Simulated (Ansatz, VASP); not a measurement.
Two plane-wave programs on CO2

```
C O
1.0
     4.42669    0.00000    0.00000
     0.00000    4.42669    0.00000
     0.00000    0.00000    4.80898
C O
2 4
Direct
  0.50000 0.50000 0.50000
  0.00000 0.00000 0.00000
  0.31325 0.68675 0.50000
  0.68675 0.31325 0.50000
  0.18675 0.18675 0.00000
  0.81325 0.81325 0.00000
```

Alike in both runs: task single point; functional PBE; dispersion D3(BJ); k mesh 6 × 6 × 6; occupations gaussian, width 0.01 eV; no spin polarisation.

```csv
,VASP,Ansatz
version,VASP 6.6.1,Ansatz 0.2.0
potentials or method,"VASP PAW PBE potentials, release 64 (C, O), cutoff 600 eV","scalar-relativistic, plane waves, PAW"
valence electrons in the cell,32,32
```

|  | VASP | Ansatz | Ansatz less VASP |
| --- | --- | --- | --- |
| gap on the k mesh at the Fermi level (eV) | 6.53 | 6.55 | +0.017 |
| least direct gap on the mesh (eV) | 6.87 | 6.89 | +0.017 |
| pressure (GPa) | 1.2 | 0.0 | -1.19 |
| traceless stress, the component that is largest in VASP (GPa) | -1.62 | -0.02 | +1.603 |
| rms of the force components (eV/Å) | 0.286 | 0.000 | -0.2856 |

Atom by atom the forces differ by 0.286 eV/Å (rms over components).

Noted on VASP's run: the standard files for N, O and F lose accuracy on very short bonds.
